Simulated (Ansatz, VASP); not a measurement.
## Lu3Hf2F: VASP beside Ansatz

The input INCAR:

```
PREC = Accurate ; ENCUT = 600
EDIFF = 1E-6 ; ISMEAR = 0
SIGMA = 0.1 ; LREAL = F
LASPH = T ; NELM = 80
ALGO = Normal ; ISIF = 3
LWAVE = F ; LCHARG = F
GGA = PE ; IBRION = 2
NSW = 90 ; EDIFFG = -0.04
```

The input KPOINTS:

```
regular mesh
0
Gamma
  6 6 2
```

POSCAR

```
Lu3Hf2F
1.0
    3.4364855000      0.0000000000      0.0000000000
    0.0000000000      3.4364855000      0.0000000000
    0.0000000000      0.0000000000     12.7878483800
Lu Hf F
3 2 1
Direct
    0.0000000000      0.0000000000      0.6647679800
    0.0000000000      0.0000000000      0.3352320200
    0.5000000000      0.5000000000      0.5000000000
    0.5000000000      0.5000000000      0.8681410000
    0.5000000000      0.5000000000      0.1318590000
    0.0000000000      0.0000000000      0.0000000000
```

Input for Ansatz:

```yaml
crystal:
  lattice:
    - [3.4364855, 0.0, 0.0]
    - [0.0, 3.4364855, 0.0]
    - [0.0, 0.0, 12.78784838]
  atoms:
    - { symbol: Lu, position: [0.0, 0.0, 0.66476798] }
    - { symbol: Lu, position: [0.0, 0.0, 0.33523202] }
    - { symbol: Lu, position: [0.5, 0.5, 0.5] }
    - { symbol: Hf, position: [0.5, 0.5, 0.868141] }
    - { symbol: Hf, position: [0.5, 0.5, 0.131859] }
    - { symbol: F, position: [0.0, 0.0, 0.0] }
basis:
  ecutwfc: 420
kpoints:
  mp_grid: { grid: [6, 6, 2] }
hamiltonian:
  xc: pbe
scf:
  occupations: { method: gaussian, width: 0.1 }
  lower_state_search: "off"
output:
  forces: true
  stress: true
  eigenvalues: true
relax:
  adjacent_minimum: "off"
  f_tol: 0.04
  max_steps: 70
  cell: { stress_tol: 0.4 }
```

Change from the starting cell: species swapped into the Er2Mg3Ru type (P4/mmm, No. 123).

Alike in both runs: task relaxation of cell and atoms; functional PBE; k mesh 6 × 6 × 2; occupations gaussian, width 0.1 eV; no spin polarisation.

|  | VASP | Ansatz |
| --- | --- | --- |
| version | VASP 6.6.1 | Ansatz 0.2.0 |
| potentials or method | VASP PAW PBE potentials, release 64 (Lu, Hf_pv, F), cutoff 600 eV | scalar-relativistic, plane waves, PAW |
| valence electrons in the cell | 102 | 134 |

Ansatz gave:

```
gap on the k mesh at the Fermi level, each at its own relaxed structure (eV) : none
relaxed volume (Å³/atom)                                                     : 23.04
relaxed length of the cell vector where the two differ most in proportion (Å)              : 13.180
```

Question: Which values does VASP return?

Answer: gap on the k mesh at the Fermi level, each at its own relaxed structure (eV): none; relaxed volume (Å³/atom): 22.98; relaxed length of the cell vector where the two differ most in proportion (Å): 13.141.

A gap of «none» marks a metal or a gap that the smearing closes. VASP's potentials hold 102 valence electrons a cell and Ansatz's 134, so a difference there can come from the potentials and not from the codes.

Spin-orbit coupling is off throughout.
